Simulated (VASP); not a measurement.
Input of a VASP 6.6.1 run:

The input INCAR:

```
SYSTEM = InSb3
PREC     = Accurate       ! precision mode
ENCUT    = 600            ! plane-wave cutoff, eV
EDIFF    = 1E-6           ! SCF threshold, eV
ISMEAR   = 0              ! smearing method
SIGMA    = 0.1            ! smearing width, eV
LREAL    = .FALSE.        ! projectors in reciprocal space
LASPH    = .TRUE.         ! aspherical terms in the spheres
NELM     = 60             ! most SCF steps
ALGO     = Normal         ! electronic algorithm
ISIF     = 3              ! what is computed and relaxed
LWAVE    = .FALSE.        ! write WAVECAR
LCHARG   = .FALSE.        ! write CHGCAR
GGA      = PE             ! functional
IBRION   = 2              ! ionic algorithm
NSW      = 100            ! ionic steps
EDIFFG   = -0.01          ! ionic threshold
```

Contents of KPOINTS:

```
regular mesh
0
G
  10 10 10
  0 0 0
```

POSCAR

```
InSb3
1.0
    0.0000000000      3.7945549500      3.7945549500
    3.7945549500      0.0000000000      3.7945549500
    3.7945549500      3.7945549500      0.0000000000
In Sb
1 3
Direct
    0.0000000000      0.0000000000      0.0000000000
    0.2500000000      0.2500000000      0.2500000000
    0.7500000000      0.7500000000      0.7500000000
    0.5000000000      0.5000000000      0.5000000000
```

Potentials or basis: VASP PAW PBE potentials, release 64 (In_d, Sb).

The run is started by

```bash
$ cat potpaw_PBE.64/In_d/POTCAR potpaw_PBE.64/Sb/POTCAR > POTCAR
$ mpirun -np 1 vasp_std > vasp.out
```

(1) Predict the relaxed cell.

(2) Estimate the space group after relaxing (to 0.05 Å).

(3) What does it give for the relaxed volume?

## Answers

(1) a = 5.359 Å, b = 5.359 Å, c = 5.359 Å, α = 60.00°, β = 60.00°, γ = 60.00°.

(2) Fm-3m (No. 225).

(3) 27.20 Å³/atom.
